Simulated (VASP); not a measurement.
# AlH5 (P-1) in VASP: single point with PBE

Aim: the single point of AlH5 with PBE.

All numbers are computed with VASP 6.6.1; they aren't measurements. Logs are shortened: lines on timing, memory, paths and dates and some standing lists are left out, and cuts for length are marked.

### 1 The cell of the first run

The typed cell holds 12 atoms: a = 3.513 Å, b = 3.523 Å, c = 7.018 Å, α = 89.98°, β = 90.00°, γ = 89.77°.

### 2 Single point, PBE

INCAR

```
SYSTEM = AlH5
  PREC = Accurate
  ENCUT = 520
  EDIFF = 1E-6
  ISMEAR = 0
  SIGMA = 0.01
  LREAL = .FALSE.
  LASPH = .TRUE.
  NELM = 60
  ALGO = Normal
  ISIF = 2
  LWAVE = .FALSE.
  LCHARG = .TRUE.
  GGA = PE
  LELF = .TRUE.
  LVHAR = .TRUE.
  NBANDS = 20
```

KPOINTS

```
Automatic mesh
0
G
  10 10 6
  0 0 0
```

POSCAR

```
AlH5
1.0
    3.5132708327      0.0017519709     -0.0003253762
    0.0124167333      3.5226312043     -0.0027748684
    0.0001723130      0.0076598396      7.0180434633
Al H
2 10
Direct
    0.5089205670      0.5060908631      0.7500481202
    0.4910794330      0.4939091369      0.2499518798
    0.0052868279      0.4990112412      0.7499223503
    0.9947131721      0.5009887588      0.2500776497
    0.4976494000      0.0036927614      0.7500631725
    0.5023506000      0.9963072386      0.2499368275
    0.0674256749      0.0386934551      0.9636134208
    0.0648543284      0.0456636486      0.5354933155
    0.5000000000      0.5000000000      0.0000000000
    0.5000000000      0.5000000000      0.5000000000
    0.9325743251      0.9613065449      0.0363865792
    0.9351456716      0.9543363514      0.4645066845
```

Potentials or basis: VASP PAW PBE potentials, release 64 (Al, H).

Command:

```bash
$ cat potpaw_PBE.64/Al/POTCAR potpaw_PBE.64/H/POTCAR > POTCAR
$ mpirun -np 1 vasp_std > vasp.out
```

OUTCAR:

```text
SYSTEM = AlH5
   PREC = Accurate
   ENCUT = 520
   EDIFF = 1E-6
   ISMEAR = 0
   LREAL = .FALSE.
   LASPH = .TRUE.
   NELM = 60
   ISIF = 2
   GGA = PE

 ion  position               nearest neighbor table
   1  0.509  0.506  0.750-   3 1.74   5 1.75   9 1.75  10 1.76   3 1.77   5 1.77
   2  0.491  0.494  0.250-   4 1.74   6 1.75   9 1.75  10 1.76   4 1.77   6 1.77
   3  0.005  0.499  0.750-   1 1.74   1 1.77
   4  0.995  0.501  0.250-   2 1.74   2 1.77
   5  0.498  0.004  0.750-   1 1.75   1 1.77
   6  0.502  0.996  0.250-   2 1.75   2 1.77
   7  0.067  0.039  0.964-  11 0.75
   8  0.065  0.046  0.535-  12 0.75
   9  0.500  0.500  0.000-   1 1.75   2 1.75
  10  0.500  0.500  0.500-   1 1.76   2 1.76
  11  0.933  0.961  0.036-   7 0.75
  12  0.935  0.954  0.465-   8 0.75

  LATTYP: Found a triclinic cell.
 ALAT       =    12.1614143380
 B/A-ratio  =     0.6452730830
 C/A-ratio  =     1.3239460681
 COS(alpha) =     0.0000342511
 COS(beta)  =     0.6302316037
 COS(gamma) =     0.7743685555

  Lattice vectors:

 A1 = (   7.0015358858,  -7.0494183064,  -7.0131444789)
 A2 = (   7.0141249321,  -3.5191272625,   0.0021241160)
 A3 = (  -3.5384489253,  -7.0623340587, -14.0302118136)

Analysis of symmetry for initial positions (statically):
=====================================================================
 Subroutine PRICEL returns:
 Original cell was already a primitive cell.

 Routine SETGRP: Setting up the symmetry group for a
 triclinic supercell.

 Subroutine GETGRP returns: Found  2 space group operations
 (whereof  2 operations were pure point group operations)
 out of a pool of  2 trial point group operations.

The static configuration has the point symmetry S_2 .

Analysis of symmetry for dynamics (positions and initial velocities):
=====================================================================
 Subroutine PRICEL returns:
 Original cell was already a primitive cell.

 Routine SETGRP: Setting up the symmetry group for a
 triclinic supercell.

 Subroutine GETGRP returns: Found  2 space group operations
 (whereof  2 operations were pure point group operations)
 out of a pool of  2 trial point group operations.

The dynamic configuration has the point symmetry S_2 .

 Subroutine INISYM returns: Found  2 space group operations
 (whereof  2 operations are pure point group operations),
 and found     1 'primitive' translations

----------------------------------------------------------------------------------------

                                     Primitive cell

  volume of cell :      86.8549

  direct lattice vectors                    reciprocal lattice vectors
     3.513270833  0.001751971 -0.000325376     0.284635544 -0.001003301 -0.000005894
     0.012416733  3.522631204 -0.002774868    -0.000141591  0.283878964 -0.000309836
     0.000172313  0.007659840  7.018043463     0.000013141  0.000112197  0.142489733

  length of vectors
     3.513271285  3.522654181  7.018047646     0.284637313  0.283879169  0.142489778

  position of ions in fractional coordinates (direct lattice)
     0.508920567  0.506090863  0.750048120
     0.491079433  0.493909137  0.249951880
     0.005286828  0.499011241  0.749922350
     0.994713172  0.500988759  0.250077650
     0.497649400  0.003692761  0.750063172
     0.502350600  0.996307239  0.249936828
     0.067425675  0.038693455  0.963613421
     0.064854328  0.045663649  0.535493315
     0.500000000  0.500000000  0.000000000
     0.500000000  0.500000000  0.500000000
     0.932574325  0.961306545  0.036386579
     0.935145672  0.954336351  0.464506685

  ion indices of the primitive-cell ions
   primitive index   ion index
                 1           1
                 2           2
                 3           3
                 4           4
                 5           5
                 6           6
                 7           7
                 8           8
                 9           9
                10          10
                11          11
                12          12

----------------------------------------------------------------------------------------

 KPOINTS: Automatic mesh

Automatic generation of k-mesh.
 Grid dimensions read from file:
 generate k-points for:   10   10    6

 Generating k-lattice:

  Cartesian coordinates                     Fractional coordinates (reciprocal lattice)
     0.028463554 -0.000100330 -0.000000589     0.100000000  0.000000000  0.000000000
    -0.000014159  0.028387896 -0.000030984    -0.000000000  0.100000000  0.000000000
     0.000002190  0.000018699  0.023748289     0.000000000  0.000000000  0.166666667

  Length of vectors
     0.028463731  0.028387917  0.023748296

  Shift w.r.t. Gamma in fractional coordinates (k-lattice)
     0.000000000  0.000000000  0.000000000

 Subroutine IBZKPT returns following result:
 ===========================================

 Found    304 irreducible k-points:

 Following reciprocal coordinates:
            Coordinates               Weight
  0.000000  0.000000  0.000000      1.000000
  0.100000  0.000000 -0.000000      2.000000
  0.200000  0.000000 -0.000000      2.000000
  0.300000 -0.000000 -0.000000      2.000000
  0.400000  0.000000  0.000000      2.000000
  0.500000  0.000000  0.000000      1.000000
[... 16 lines left out ...]
 -0.400000  0.200000 -0.000000      2.000000
 -0.300000  0.200000  0.000000      2.000000
 [... further k-points ...]
   k-points           NKPTS =    304   k-points in BZ     NKDIM =    304   number of bands    NBANDS=     20
   number of dos      NEDOS =    301   number of ions     NIONS =     12
   total plane-waves  NPLWV =  42336
   dimension x,y,z NGX =    28 NGY =   28 NGZ =   54
   dimension x,y,z NGXF=    56 NGYF=   56 NGZF=  108
   ions per type =               2  10
   NGX,Y,Z   is equivalent  to a cutoff of  13.25, 13.21, 12.79 a.u.
   NGXF,Y,Z  is equivalent  to a cutoff of  26.50, 26.43, 25.58 a.u.
 SYSTEM =  AlH5
   PREC   = accura    normal or accurate (medium, high low for compatibility)
   ISTART =      0    job   : 0-new  1-cont  2-samecut
   ICHARG =      2    charge: 1-file 2-atom 10-const
   ISPIN  =      1    spin polarized calculation?
   LNONCOLLINEAR =      F non collinear calculations
   LSORBIT =      F    spin-orbit coupling
   LASPH  =      T    aspherical Exc in radial PAW
   ENCUT  =  520.0 eV  38.22 Ry    6.18 a.u.   6.53  6.55 13.05*2*pi/ulx,y,z
   NELM   =     60;   NELMIN=  2; NELMDL= -5     # of ELM steps
   EDIFF  = 0.1E-05   stopping-criterion for ELM
   LREAL  =      F    real-space projection
   EDIFFG = 0.1E-04   stopping-criterion for IOM
   NSW    =      0    number of steps for IOM
   IBRION =     -1    ionic relax: 0-MD 1-quasi-New 2-CG
   NFREE  =      0    steps in history (QN), initial steepest desc. (CG)
   ISIF   =      2    stress and relaxation
   ISYM   =      2    0-nonsym 1-usesym 2-fastsym
   POTIM  = 0.5000    time-step for ionic-motion
   TEBEG  =    0.0;   TEEND  =   0.0 temperature during run
   PSTRESS=    0.0 pullay stress
   NELECT =      16.0000    total number of electrons
   NUPDOWN=      -1.0000    fix difference up-down
   EMIN   =  10.00;   EMAX   =-10.00  energy-range for DOS
   EFERMI =   0.00;   METHOD = LEGACY
   ISMEAR =     0;   SIGMA  =   0.01  broadening in eV -4-tet -1-fermi 0-gaus
   EFERMI_NEDOS =   21; number of points for ismear=-14 and -15
   IALGO  =     38    algorithm
   IMIX   =      4    mixing-type and parameters
     AMIX     =   0.40;   BMIX     =  1.00
     AMIX_MAG =   1.60;   BMIX_MAG =  1.00
  volume/ion in A,a.u.               =       7.24        48.84
  Fermi-wavevector in a.u.,A,eV,Ry     =   0.931501  1.760282 11.805696  0.867694
  Thomas-Fermi vector in A             =   2.058001
   LORBIT       =      0    0 simple, 1 ext, 2 COOP (PROOUT), +10 PAW based schemes
   GGA     = PE    functional components
   LHFCALC =     F    Hartree Fock is set to
   AEXX    =    0.0000 exact exchange contribution
   IVDW    =     0    specifies the selected vdW correction
   LEPSILON=     F    determine dielectric tensor
   LRPA    =     F    only Hartree local field effects (RPA)
 non-spin polarized calculation
 Gauss-broadening in eV      SIGMA  =   0.01
  energy-cutoff  :      520.00
  volume of cell :       86.85
 maximum number of plane-waves:      2368
 NGX is ok and might be reduce to    28
   NGX = 13   NGY = 13   NGZ = 27

 number of electron      16.0000002 magnetization

 Free energy of the ion-electron system (eV)
  ---------------------------------------------------
  ext. energy  EPLUGINS =         0.00000000
  ---------------------------------------------------
  free energy    TOTEN  =       -40.41745158 eV

  energy without entropy =      -40.41745158  energy(sigma->0) =      -40.41745158

 E-fermi :   0.7340     XC(G=0):  -8.7619

 val. band max:        0.6606950670   @ k =  -0.0000   0.5000   0.0000
 cond. band min:       0.8989308363   @ k =   0.5000   0.5000   0.0000
 fundamental gap:      0.2382357693
 Fermi energy:         0.7339874205

 k-point     1 :       0.0000    0.0000    0.0000
  band No.  band energies     occupation
      1      -8.5982      2.00000
      2      -6.0984      2.00000
      3      -5.8686      2.00000
      4      -2.2812      2.00000
      5      -0.9744      2.00000
      6       0.2981      2.00000
[... 12 lines left out ...]
     19      13.8026      0.00000
     20      14.9119      0.00000

 k-point     2 :       0.1000    0.0000   -0.0000
  band No.  band energies     occupation
      1      -8.4904      2.00000
      2      -5.9923      2.00000
      3      -5.7828      2.00000
      4      -2.3905      2.00000
      5      -1.1085      2.00000
      6      -0.0991      2.00000
[... 12 lines left out ...]
     19      13.6120      0.00000
     20      14.4094      0.00000

 k-point     3 :       0.2000    0.0000   -0.0000
  band No.  band energies     occupation
      1      -8.1684      2.00000
      2      -5.6779      2.00000
      3      -5.5312      2.00000
      4      -2.8714      2.00000
      5      -1.4928      2.00000
      6      -0.7089      2.00000
[... 12 lines left out ...]
     19      12.9934      0.00000
     20      13.3618      0.00000

 k-point     4 :       0.3000   -0.0000   -0.0000
  band No.  band energies     occupation
      1      -7.6382      2.00000
      2      -5.1714      2.00000
      3      -5.1360      2.00000
      4      -3.8111      2.00000
      5      -2.0629      2.00000
      6      -1.3433      2.00000
[... 12 lines left out ...]
     19      11.8225      0.00000
     20      12.3688      0.00000

 k-point     5 :       0.4000    0.0000    0.0000
  band No.  band energies     occupation
      1      -6.9114      2.00000
      2      -4.9734      2.00000
      3      -4.6642      2.00000
      4      -4.4406      2.00000
      5      -2.6825      2.00000
      6      -2.3660      2.00000
[... 12 lines left out ...]
     19      11.7725      0.00000
     20      12.3820      0.00000
[... 353 lines left out ...]
      6      -2.1791      2.00000
[... 12 lines left out ...]
     19      12.7165      0.00000
     20      13.4617      0.00000

 k-point    22 :       0.5000    0.2000    0.0000
  band No.  band energies     occupation
      1      -5.6775      2.00000
      2      -5.5708      2.00000
      3      -4.2324      2.00000
      4      -3.5306      2.00000
      5      -2.8198      2.00000
      6      -2.8060      2.00000
[... 12 lines left out ...]
     19      12.2735      0.00000
     20      12.8997      0.00000

 k-point    23 :      -0.4000    0.2000   -0.0000
  band No.  band energies     occupation
      1      -6.5178      2.00000
      2      -4.6110      2.00000
      3      -4.4789      2.00000
      4      -4.0545      2.00000
      5      -2.5227      2.00000
      6      -2.2266      2.00000
[... 12 lines left out ...]
     19      12.4949      0.00000
     20      13.9025      0.00000

 k-point    24 :      -0.3000    0.2000    0.0000
  band No.  band energies     occupation
      1      -7.2291      2.00000
      2      -4.8862      2.00000
      3      -4.7552      2.00000
      4      -3.5753      2.00000
      5      -2.0778      2.00000
      6      -1.6979      2.00000
[... 12 lines left out ...]
     19      12.8968      0.00000
     20      14.0710      0.00000

 [... further k-points ...]

------------------------ aborting loop because EDIFF is reached ----------------------------------------

  FORCE on cell =-STRESS in cart. coord.  units (eV):
  Direction    XX          YY          ZZ          XY          YZ          ZX
  --------------------------------------------------------------------------------------
  -------------------------------------------------------------------------------------
  Total       -0.1507121     -0.1432186     -0.1532809     -0.0069181     -0.0009084      0.0005112
  in kB       -2.7801237     -2.6418957     -2.8275102     -0.1276163     -0.0167571      0.0094301
  external PRESSURE =      -2.7498432 kB  Pullay stress =       0.0000000 kB

 VOLUME and BASIS-vectors are now :
 -----------------------------------------------------------------------------
  energy-cutoff  :      520.00
  volume of cell :       86.85
      direct lattice vectors                 reciprocal lattice vectors
     3.513270833  0.001751971 -0.000325376     0.284635544 -0.001003301 -0.000005894
     0.012416733  3.522631204 -0.002774868    -0.000141591  0.283878964 -0.000309836
     0.000172313  0.007659840  7.018043463     0.000013141  0.000112197  0.142489733

 POSITION                                       TOTAL-FORCE (eV/Angst)
 -----------------------------------------------------------------------------------
      1.79439      1.78941      5.26230         0.001381      0.000970     -0.000288
      1.73147      1.74263      1.75264        -0.001381     -0.000970      0.000288
      0.02490      1.76359      5.26160        -0.001076     -0.000766      0.000037
      3.50096      1.76846      1.75334         0.001076      0.000766     -0.000037
      1.74855      0.01963      5.26380        -0.000959     -0.000633      0.000088
      1.77731      3.51242      1.75114         0.000959      0.000633     -0.000088
      0.23753      0.14380      6.76255        -0.006396     -0.002987      0.006833
      0.22851      0.16507      3.75797        -0.006137     -0.003977     -0.006744
      1.76284      1.76219     -0.00155         0.000000      0.000000     -0.000000
      1.76293      1.76602      3.50747         0.000000      0.000000     -0.000000
      3.28833      3.38824      0.25239         0.006396      0.002987     -0.006833
      3.29735      3.36697      3.25698         0.006137      0.003977      0.006744
 -----------------------------------------------------------------------------------
    total drift:                               -0.000000      0.000000     -0.000000

  FREE ENERGIE OF THE ION-ELECTRON SYSTEM (eV)
  ---------------------------------------------------
  free  energy   TOTEN  =       -40.4174515755 eV

  energy  without entropy=      -40.4174515755  energy(sigma->0) =      -40.41745158
```

Run time: 6.2 min. Hardware: 1 thread of Intel Xeon Platinum 8259CL at 2.50GHz (Skylake/Cascade Lake), shared host; peak memory 0.48 GiB.

What came out:

| Quantity | Value |
| --- | --- |
| Free energy | -40.4175 eV |
| Pressure | -0.3 GPa |
| Largest force | 0.010 eV/Å |
| Band gap on the k mesh | 0.24 eV (least direct gap 3.19 eV) |

Forces on the atoms (eV/Å):
```
Al   0.001  0.001  0.000
Al  -0.001 -0.001  0.000
H   -0.001 -0.001  0.000
H    0.001  0.001  0.000
H   -0.001 -0.001  0.000
H    0.001  0.001  0.000
H   -0.006 -0.003  0.007
H   -0.006 -0.004 -0.007
H    0.000  0.000  0.000
H    0.000  0.000  0.000
H    0.006  0.003 -0.007
H    0.006  0.004  0.007
```

A k mesh can miss the band edges.
